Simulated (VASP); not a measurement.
Runs of VASP 6.6.1 on AlGa3Sb2. The structure is that of space group P6/mmm (No. 191), or close to it. The cells are those of the table. 

| task | cell | k mesh | cutoff (eV) | gap on the mesh (eV) | pressure (GPa) | largest force (eV/Å) |
| --- | --- | --- | --- | --- | --- | --- |
| single point | a = 4.841, b = 4.841, c = 10.528 Å, angles 90.0, 90.0, 120.0°, 6 atoms | 12 × 12 × 4 | 520 | none | 0.0 | (b) |
| single point | a = 4.857, b = 4.857, c = 10.545 Å, angles 90.0, 90.0, 120.0°, 6 atoms | 6 × 6 × 2 | 520 | none | -0.1 | 0.06 |
| single point | a = 4.490, b = 4.490, c = 8.195 Å, angles 90.0, 90.0, 120.0°, 6 atoms | 6 × 6 × 2 | 520 | none | 40.0 | (a) |
| relaxation of cell and atoms | relaxed from a = 4.490, b = 4.490, c = 8.195 Å, angles 90.0, 90.0, 120.0°, 6 atoms | 6 × 6 × 2 | 600 | none | 0.1 | - |

Alike in all rows: level PBE; potentials or basis VASP PAW PBE potentials, release 64 (Al, Ga_d, Sb); no spin polarisation; smearing gaussian 0.1 eV.

Q: Fill in the values left out.

A: (a) 1.76; (b) 0.03.

Caveats: some runs use coarse meshes; spin-orbit coupling is left out, which moves the levels of the heavy elements; forces of over 1 eV/Å act on the atoms, so gaps and moduli don't describe the material at rest (some runs).

A k mesh can miss the band edges, and the runs leave out spin-orbit coupling on Ga, Sb.

A gap of «none» marks levels without a gap at the run's occupations.
